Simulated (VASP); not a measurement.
# Sn (P6_3/mmc) in VASP: further runs, part 2 of 2

VASP 6.6.1.

## (3) Single point, r2SCAN

This run uses another cell than the first one, of 27.05 Å³/atom.

File POSCAR:

```
Sn
1.0
    3.3221269436      0.0000000000      0.0000000000
   -1.6610634718      2.8770463278      0.0000000000
    0.0000000000      0.0000000000      5.6611130455
Sn
2
Direct
    0.3333333333      0.6666666667      0.2500000000
    0.6666666667      0.3333333333      0.7500000000
```

File INCAR.step1:

```
  PREC = Accurate
  ENCUT = 520
  ISMEAR = 1
  SIGMA = 0.05
  LREAL = F
  LASPH = T
  NELM = 100
  NBANDS = 21
  GGA = PE
  ALGO = Normal
  EDIFF = 1E-4
  LWAVE = T
  LCHARG = F
```

File INCAR.step2:

```
  PREC = Accurate
  ENCUT = 520
  EDIFF = 1E-7
  ISMEAR = 1
  SIGMA = 0.05
  LREAL = F
  LASPH = T
  NELM = 100
  ALGO = Normal
  ISIF = 2
  LWAVE = F
  LCHARG = F
  METAGGA = R2SCAN
  LMIXTAU = T
  NBANDS = 21
  ISTART = 1
```

File KPOINTS:

```
regular mesh
0
Gamma
  15 15 8
```

Potentials or basis: VASP PAW PBE potentials, release 64 (Sn_d).

Run with:

```bash
$ cat potpaw_PBE.64/Sn_d/POTCAR > POTCAR
$ cp INCAR.step1 INCAR
$ mpirun -np 1 vasp_std > vasp.out
$ cp INCAR.step2 INCAR
$ mpirun -np 1 vasp_std > vasp.out
```

OUTCAR:

```text
PREC = Accurate
   ENCUT = 520
   EDIFF = 1E-7
   ISMEAR = 1
   LREAL = F
   LASPH = T
   NELM = 100
   ISIF = 2
   METAGGA = R2SCAN
   ISTART = 1

 ion  position               nearest neighbor table
   1  0.333  0.667  0.250-   2 3.42   2 3.42   2 3.42   2 3.42   2 3.42   2 3.42
   2  0.667  0.333  0.750-   1 3.42   1 3.42   1 3.42   1 3.42   1 3.42   1 3.42

  LATTYP: Found a hexagonal cell.
 ALAT       =     3.3221269436
 C/A-ratio  =     1.7040628313

  Lattice vectors:

 A1 = (   3.3221269436,   0.0000000000,   0.0000000000)
 A2 = (  -1.6610634718,   2.8770463278,   0.0000000000)
 A3 = (   0.0000000000,   0.0000000000,   5.6611130455)

Analysis of symmetry for initial positions (statically):
=====================================================================
 Subroutine PRICEL returns:
 Original cell was already a primitive cell.

 Routine SETGRP: Setting up the symmetry group for a
 hexagonal supercell.

 Subroutine GETGRP returns: Found 24 space group operations
 (whereof 12 operations were pure point group operations)
 out of a pool of 24 trial point group operations.

The static configuration has the point symmetry D_3d.
 The point group associated with its full space group is D_6h.

Analysis of symmetry for dynamics (positions and initial velocities):
=====================================================================
 Subroutine PRICEL returns:
 Original cell was already a primitive cell.

 Routine SETGRP: Setting up the symmetry group for a
 hexagonal supercell.

 Subroutine GETGRP returns: Found 24 space group operations
 (whereof 12 operations were pure point group operations)
 out of a pool of 24 trial point group operations.

The dynamic configuration has the point symmetry D_3d.
 The point group associated with its full space group is D_6h.

 Subroutine INISYM returns: Found 24 space group operations
 (whereof 12 operations are pure point group operations),
 and found     1 'primitive' translations

----------------------------------------------------------------------------------------

                                     Primitive cell

  volume of cell :      54.1084

  direct lattice vectors                    reciprocal lattice vectors
     3.322126944  0.000000000  0.000000000     0.301011977  0.173789346  0.000000000
    -1.661063472  2.877046328  0.000000000     0.000000000  0.347578692  0.000000000
     0.000000000  0.000000000  5.661113045     0.000000000  0.000000000  0.176643708

  length of vectors
     3.322126944  3.322126944  5.661113045     0.347578692  0.347578692  0.176643708

  position of ions in fractional coordinates (direct lattice)
     0.333333333  0.666666667  0.250000000
     0.666666667  0.333333333  0.750000000

  ion indices of the primitive-cell ions
   primitive index   ion index
                 1           1
                 2           2

----------------------------------------------------------------------------------------

 KPOINTS: regular mesh

Automatic generation of k-mesh.
 Grid dimensions read from file:
 generate k-points for:   15   15    8

 Generating k-lattice:

  Cartesian coordinates                     Fractional coordinates (reciprocal lattice)
     0.020067465  0.011585956  0.000000000     0.066666667  0.000000000  0.000000000
     0.000000000  0.023171913  0.000000000     0.000000000  0.066666667  0.000000000
     0.000000000  0.000000000  0.022080464     0.000000000  0.000000000  0.125000000

  Length of vectors
     0.023171913  0.023171913  0.022080464

  Shift w.r.t. Gamma in fractional coordinates (k-lattice)
     0.000000000  0.000000000  0.000000000

 Subroutine IBZKPT returns following result:
 ===========================================

 Found    135 irreducible k-points:

 Following reciprocal coordinates:
            Coordinates               Weight
  0.000000  0.000000  0.000000      1.000000
  0.066667  0.000000  0.000000      6.000000
  0.133333  0.000000  0.000000      6.000000
  0.200000  0.000000  0.000000      6.000000
  0.266667  0.000000  0.000000      6.000000
  0.333333  0.000000  0.000000      6.000000
[... 16 lines left out ...]
  0.333333  0.200000  0.000000     12.000000
  0.400000  0.200000  0.000000      6.000000
 [... further k-points ...]
   k-points           NKPTS =    135   k-points in BZ     NKDIM =    135   number of bands    NBANDS=     21
   number of dos      NEDOS =    301   number of ions     NIONS =      2
   total plane-waves  NPLWV =  32928
   dimension x,y,z NGX =    28 NGY =   28 NGZ =   42
   dimension x,y,z NGXF=    56 NGYF=   56 NGZF=   84
   ions per type =               2
   NGX,Y,Z   is equivalent  to a cutoff of  14.01, 14.01, 12.33 a.u.
   NGXF,Y,Z  is equivalent  to a cutoff of  28.02, 28.02, 24.67 a.u.
 SYSTEM =  unknown system
   PREC   = accura    normal or accurate (medium, high low for compatibility)
   ISTART =      1    job   : 0-new  1-cont  2-samecut
   ICHARG =      0    charge: 1-file 2-atom 10-const
   ISPIN  =      1    spin polarized calculation?
   LNONCOLLINEAR =      F non collinear calculations
   LSORBIT =      F    spin-orbit coupling
   LASPH  =      T    aspherical Exc in radial PAW
   ENCUT  =  520.0 eV  38.22 Ry    6.18 a.u.   6.18  6.18 10.53*2*pi/ulx,y,z
   NELM   =    100;   NELMIN=  2; NELMDL=  0     # of ELM steps
   EDIFF  = 0.1E-06   stopping-criterion for ELM
   LREAL  =      F    real-space projection
   EDIFFG = 0.1E-05   stopping-criterion for IOM
   NSW    =      0    number of steps for IOM
   IBRION =     -1    ionic relax: 0-MD 1-quasi-New 2-CG
   NFREE  =      0    steps in history (QN), initial steepest desc. (CG)
   ISIF   =      2    stress and relaxation
   ISYM   =      2    0-nonsym 1-usesym 2-fastsym
   POTIM  = 0.5000    time-step for ionic-motion
   TEBEG  =    0.0;   TEEND  =   0.0 temperature during run
   PSTRESS=    0.0 pullay stress
   NELECT =      28.0000    total number of electrons
   NUPDOWN=      -1.0000    fix difference up-down
   EMIN   =  10.00;   EMAX   =-10.00  energy-range for DOS
   EFERMI =   0.00;   METHOD = LEGACY
   ISMEAR =     1;   SIGMA  =   0.05  broadening in eV -4-tet -1-fermi 0-gaus
   EFERMI_NEDOS =   21; number of points for ismear=-14 and -15
   IALGO  =     38    algorithm
   IMIX   =      4    mixing-type and parameters
     AMIX     =   0.40;   BMIX     =  1.00
     AMIX_MAG =   1.60;   BMIX_MAG =  1.00
  volume/ion in A,a.u.               =      27.05       182.57
  Fermi-wavevector in a.u.,A,eV,Ry     =   1.314334  2.483732 23.503723  1.727475
  Thomas-Fermi vector in A             =   2.444595
   LORBIT       =      0    0 simple, 1 ext, 2 COOP (PROOUT), +10 PAW based schemes
   METAGGA = R2SCAN    functional components
   LHFCALC =     F    Hartree Fock is set to
   AEXX    =    0.0000 exact exchange contribution
   IVDW    =     0    specifies the selected vdW correction
   LEPSILON=     F    determine dielectric tensor
   LRPA    =     F    only Hartree local field effects (RPA)
 non-spin polarized calculation
 Methfessel and Paxton  Order N= 1 SIGMA  =   0.05
  energy-cutoff  :      520.00
  volume of cell :       54.11
 maximum number of plane-waves:      1474
 NGX is ok and might be reduce to    28
   NGX = 13   NGY = 13   NGZ = 21

 number of electron      28.0000008 magnetization

 Free energy of the ion-electron system (eV)
  ---------------------------------------------------
  ext. energy  EPLUGINS =         0.00000000
  ---------------------------------------------------
  free energy    TOTEN  =       -49.02263329 eV

  energy without entropy =      -49.02240793  energy(sigma->0) =      -49.02255817

 E-fermi :   8.1027     XC(G=0): -11.3049

 val. band max:        8.0994313624   @ k =   0.3333   0.2667   0.2500
 cond. band min:       8.1097019567   @ k =   0.2000   0.2000   0.2500
 fundamental gap:      0.0102705943
 Fermi energy:         8.1026673676

 k-point     1 :       0.0000    0.0000    0.0000
  band No.  band energies     occupation
      1     -14.1602      2.00000
      2     -14.1493      2.00000
      3     -14.1401      2.00000
      4     -14.1401      2.00000
      5     -14.1302      2.00000
      6     -14.1301      2.00000
[... 13 lines left out ...]
     20      18.7131      0.00000
     21      20.2863      0.00000

 k-point     2 :       0.0667    0.0000    0.0000
  band No.  band energies     occupation
      1     -14.1600      2.00000
      2     -14.1486      2.00000
      3     -14.1371      2.00000
      4     -14.1326      2.00000
      5     -14.1273      2.00000
      6     -14.1228      2.00000
[... 520 lines left out ...]
 k-point    24 :       0.4000    0.2000    0.0000
  band No.  band energies     occupation
      1     -14.1708      2.00000
      2     -14.1700      2.00000
      3     -14.1088      2.00000
      4     -14.1085      2.00000
      5     -14.0778      2.00000
      6     -14.0535      2.00000
[... 13 lines left out ...]
     20      19.2442      0.00000
     21      22.1717      0.00000

 [... further k-points ...]
[... 5 lines left out ...]
  --------------------------------------------------------------------------------------
  -------------------------------------------------------------------------------------
  Total        0.0036422      0.0036422     -0.0149293      0.0000000     -0.0000000     -0.0000000
  in kB        0.1078474      0.1078474     -0.4420650      0.0000000     -0.0000000     -0.0000000
  external PRESSURE =      -0.0754567 kB  Pullay stress =       0.0000000 kB

 VOLUME and BASIS-vectors are now :
 -----------------------------------------------------------------------------
  energy-cutoff  :      520.00
  volume of cell :       54.11
      direct lattice vectors                 reciprocal lattice vectors
     3.322126944  0.000000000  0.000000000     0.301011977  0.173789346  0.000000000
    -1.661063472  2.877046328  0.000000000     0.000000000  0.347578692  0.000000000
     0.000000000  0.000000000  5.661113045     0.000000000  0.000000000  0.176643708

 POSITION                                       TOTAL-FORCE (eV/Angst)
 -----------------------------------------------------------------------------------
     -0.00000      1.91803      1.41528        -0.000000     -0.000000      0.000000
      1.66106      0.95902      4.24583         0.000000      0.000000      0.000000
 -----------------------------------------------------------------------------------
    total drift:                               -0.000000      0.000000      0.000000

  FREE ENERGIE OF THE ION-ELECTRON SYSTEM (eV)
  ---------------------------------------------------
  free  energy   TOTEN  =       -49.0226332900 eV

  energy  without entropy=      -49.0224079306  energy(sigma->0) =      -49.02255817
```

OUTCAR.step1:

```text
PREC = Accurate
   ENCUT = 520
   ISMEAR = 1
   LREAL = F
   LASPH = T
[... 800 lines left out ...]
 -----------------------------------------------------------------------------------
     -0.00000      1.91803      1.41528         0.000000      0.000000      0.000000
      1.66106      0.95902      4.24583        -0.000000     -0.000000      0.000000
 -----------------------------------------------------------------------------------
    total drift:                               -0.000000      0.000000      0.000000

  FREE ENERGIE OF THE ION-ELECTRON SYSTEM (eV)
  ---------------------------------------------------
  free  energy   TOTEN  =        -7.5725754188 eV

  energy  without entropy=       -7.5726703109  energy(sigma->0) =       -7.57260705
```

OSZICAR.step1:

```text
N       E                     dE             d eps       ncg     rms          rms(c)
DAV:   1     0.221476424296E+03    0.22148E+03   -0.14707E+04  5762   0.211E+03
DAV:   2     0.147988003980E+02   -0.20668E+03   -0.20222E+03  5730   0.452E+02
DAV:   3    -0.693339801949E+01   -0.21732E+02   -0.21540E+02  6543   0.132E+02
DAV:   4    -0.757579790697E+01   -0.64240E+00   -0.64209E+00  6496   0.252E+01
DAV:   5    -0.759877641801E+01   -0.22979E-01   -0.22978E-01  7832   0.469E+00    0.187E+00
DAV:   6    -0.757947677689E+01    0.19300E-01   -0.27972E-02  7638   0.220E+00    0.104E+00
DAV:   7    -0.757284145825E+01    0.66353E-02   -0.16248E-02  7770   0.167E+00    0.127E-01
DAV:   8    -0.757256965774E+01    0.27180E-03   -0.14432E-03  7427   0.534E-01    0.235E-02
DAV:   9    -0.757257541880E+01   -0.57611E-05   -0.26828E-05  3835   0.518E-02
   1 F= -.75725754E+01 E0= -.75726070E+01  d E =0.948921E-04
```

It took 11 min on 1 thread of Intel Xeon Platinum 8259CL at 2.50GHz (Skylake/Cascade Lake), shared host; peak memory 0.27 GiB.

What came out:

```
Free energy            : -49.0226 eV
Pressure               : 0.0 GPa
Band gap on the k mesh : zero (bands 14 and 15 overlap by 9.24 eV)
```

Levels at points of the mesh, in eV from the Fermi level:
```csv
k point,band 10,band 11,band 12,band 13,band 14,band 15,band 16,band 17,band 18,band 19
"(0.00, 0.00, 0.00)",-22.09,-11.73,-7.51,-5.00,6.67,6.67,7.50,8.42,8.42,10.59
"(0.00, 0.00, 0.50)",-22.12,-10.45,-10.45,0.51,0.51,7.57,7.57,7.57,7.57,11.05
```

Caveat: the PAW data sets were made with another functional, which shifts forces and pressure a little; spin-orbit coupling is left out, which moves the levels of the heavy elements.

## (4) Single point, r2SCAN

This run uses another cell than the first one, of 27.05 Å³/atom.

POSCAR is that of step 3.

File INCAR.step1:

```
SYSTEM = Sn
PREC = Accurate ; ENCUT = 520
ISMEAR = 1 ; SIGMA = 0.05
LREAL = .FALSE. ; LASPH = .TRUE.
NELM = 60 ; NBANDS = 21
GGA = PE ; ALGO = Normal
EDIFF = 1E-4 ; LWAVE = .TRUE.
LCHARG = .FALSE.
```

File INCAR.step2:

```
SYSTEM = Sn
PREC = Accurate ; ENCUT = 520
EDIFF = 1E-7 ; ISMEAR = 1
SIGMA = 0.05 ; LREAL = .FALSE.
LASPH = .TRUE. ; NELM = 60
ALGO = Normal ; ISIF = 2
LWAVE = .FALSE. ; LCHARG = .TRUE.
METAGGA = R2SCAN ; LMIXTAU = .TRUE.
LELF = .TRUE. ; LVHAR = .TRUE.
NBANDS = 21 ; ISTART = 1
```

File KPOINTS:

```
Automatic mesh
0
G
  15 15 8
  0 0 0
```

Run with:

```bash
$ cat potpaw_PBE.64/Sn_d/POTCAR > POTCAR
$ cp INCAR.step1 INCAR
$ mpirun -np 1 vasp_std > vasp.out
$ cp INCAR.step2 INCAR
$ mpirun -np 1 vasp_std > vasp.out
```

Wall time 9.7 min (1 thread of Intel Xeon Platinum 8259CL at 2.50GHz (Skylake/Cascade Lake), shared host); peak memory 0.27 GiB.

The run converged. Its results:

```yaml
Free_energy: -49.0226 eV
Pressure: 0.0 GPa
Band_gap_on_the_k_mesh: zero (bands 14 and 15 overlap by 9.24 eV)
```

Levels at points of the mesh, in eV from the Fermi level:
| k point | band 10 | band 11 | band 12 | band 13 | band 14 | band 15 | band 16 | band 17 | band 18 | band 19 |
| --- | --- | --- | --- | --- | --- | --- | --- | --- | --- | --- |
| (0.00, 0.00, 0.00) | -22.09 | -11.73 | -7.51 | -5.00 | 6.67 | 6.67 | 7.50 | 8.42 | 8.42 | 10.59 |
| (0.00, 0.00, 0.50) | -22.12 | -10.45 | -10.45 | 0.51 | 0.51 | 7.57 | 7.57 | 7.57 | 7.57 | 11.05 |

Caveat: the PAW data sets were made with another functional, which shifts forces and pressure a little; spin-orbit coupling is left out, which moves the levels of the heavy elements.

## (5) Single point, r2SCAN

This run uses another cell than the first one, of 27.32 Å³/atom.

File POSCAR:

```
Sn
1.0
    3.3331639913      0.0000000000      0.0000000000
   -1.6665819956      2.8866046914      0.0000000000
    0.0000000000      0.0000000000      5.6799208682
Sn
2
Direct
    0.3333333333      0.6666666667      0.2500000000
    0.6666666667      0.3333333333      0.7500000000
```

File INCAR.step1:

```
SYSTEM = Sn
ALGO     = Normal         ! electronic algorithm
EDIFF    = 1E-4           ! SCF threshold, eV
ENCUT    = 520            ! plane-wave cutoff, eV
GGA      = PE             ! functional
ISMEAR   = 1              ! smearing method
LASPH    = .True.         ! aspherical terms in the spheres
LCHARG   = .False.        ! write CHGCAR
LREAL    = .False.        ! projectors in reciprocal space
LWAVE    = .True.         ! write WAVECAR
NBANDS   = 21             ! bands
NELM     = 60             ! most SCF steps
PREC     = Accurate       ! precision mode
SIGMA    = 0.05           ! smearing width, eV
```

File INCAR.step2:

```
SYSTEM = Sn
ALGO     = Normal         ! electronic algorithm
EDIFF    = 1E-6           ! SCF threshold, eV
ENCUT    = 520            ! plane-wave cutoff, eV
ISIF     = 2              ! what is computed and relaxed
ISMEAR   = 1              ! smearing method
ISTART   = 1            
LASPH    = .True.         ! aspherical terms in the spheres
LCHARG   = .True.         ! write CHGCAR
LELF     = .True.         ! ELF
LMIXTAU  = .True.       
LREAL    = .False.        ! projectors in reciprocal space
LVHAR    = .True.       
LWAVE    = .False.        ! write WAVECAR
METAGGA  = R2SCAN         ! meta-GGA
NBANDS   = 21             ! bands
NELM     = 60             ! most SCF steps
PREC     = Accurate       ! precision mode
SIGMA    = 0.05           ! smearing width, eV
```

File KPOINTS:

```
k-points
0
Gamma
  15 15 8
  0 0 0
```

Run with:

```bash
$ cat potpaw_PBE.64/Sn_d/POTCAR > POTCAR
$ cp INCAR.step1 INCAR
$ mpirun -np 1 vasp_std > vasp.out
$ cp INCAR.step2 INCAR
$ mpirun -np 1 vasp_std > vasp.out
```

Wall time 6.9 min (1 thread of Intel Xeon Platinum 8259CL at 2.50GHz (Skylake/Cascade Lake), shared host); peak memory 0.26 GiB.

The run converged. Its results:

* Free energy: -49.0220 eV
* Pressure: -0.6 GPa
* Band gap on the k mesh: zero (bands 14 and 15 overlap by 9.14 eV)

Levels at points of the mesh, in eV from the Fermi level:
| k point | band 10 | band 11 | band 12 | band 13 | band 14 | band 15 | band 16 | band 17 | band 18 | band 19 |
| --- | --- | --- | --- | --- | --- | --- | --- | --- | --- | --- |
| (0.00, 0.00, 0.00) | -22.09 | -11.66 | -7.49 | -4.94 | 6.60 | 6.60 | 7.42 | 8.33 | 8.33 | 10.52 |
| (0.00, 0.00, 0.50) | -22.12 | -10.38 | -10.38 | 0.50 | 0.50 | 7.49 | 7.49 | 7.49 | 7.49 | 11.02 |

Caveat: the PAW data sets were made with another functional, which shifts forces and pressure a little; spin-orbit coupling is left out, which moves the levels of the heavy elements.

## (6) Overview

| cell | gap on the mesh (eV) | pressure (GPa) |
| --- | --- | --- |
| a = 3.311, b = 3.311, c = 5.642 Å, angles 90.0, 90.0, 120.0°, 2 atoms | none | 0.5 |
| a = 3.322, b = 3.322, c = 5.661 Å, angles 90.0, 90.0, 120.0°, 2 atoms | none | 0.0 |
| a = 3.333, b = 3.333, c = 5.680 Å, angles 90.0, 90.0, 120.0°, 2 atoms | none | -0.6 |

Alike in all rows: task single point; level r2SCAN; potentials or basis VASP PAW PBE potentials, release 64 (Sn_d); no spin polarisation; k mesh 15 × 15 × 8; cutoff (eV) 520; smearing methfessel-paxton 0.05 eV.

Caveats: the PAW data sets were made with another functional, which shifts forces and pressure a little; spin-orbit coupling is left out, which moves the levels of the heavy elements.

Total energies depend on the potentials used, so only differences within one code and one set of settings carry meaning.
